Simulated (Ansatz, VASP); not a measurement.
# One calculation of In4Sb3As, two programs

```xyz
8
Lattice="4.2439 0.0000 0.0000 0.0000 4.2439 0.0000 0.0000 0.0000 12.0035" Properties=species:S:1:pos:R:3 pbc="T T T"
In    2.1219    0.0000   10.5030
In    0.0000    2.1219    1.5004
In    2.1219    0.0000    4.5013
In    0.0000    2.1219    7.5022
Sb    0.0000    0.0000    9.0026
Sb    2.1219    2.1219    0.0000
Sb    0.0000    0.0000    3.0009
As    2.1219    2.1219    6.0017
```

Alike in both runs: task relaxation of cell and atoms; functional PBE; k mesh 4 × 4 × 2; occupations gaussian, width 0.1 eV; no spin polarisation.

|  | VASP | Ansatz |
| --- | --- | --- |
| version | VASP 6.6.1 | Ansatz 0.2.0 |
| potentials or method | VASP PAW PBE potentials, release 64 (In_d, Sb, As), cutoff 600 eV | scalar-relativistic, plane waves, PAW |
| valence electrons in the cell | 72 | 112 |

Ansatz gave:

| Quantity | Value |
| --- | --- |
| relaxed volume (Å³/atom) | 34.72 |
| relaxed length of the cell vector where the two differ most in proportion (Å) | 4.641 |

**Question.** Estimate VASP's values.

**Answer.** Relaxed volume (Å³/atom): 34.94; relaxed length of the cell vector where the two differ most in proportion (Å): 4.663.

VASP's potentials hold 72 valence electrons a cell and Ansatz's 112, so a difference there can come from the potentials and not from the codes.

Neither program's run includes spin-orbit coupling. Noted on VASP's run: the volume moved by over 15 % at a fixed basis, so the end points are rough.
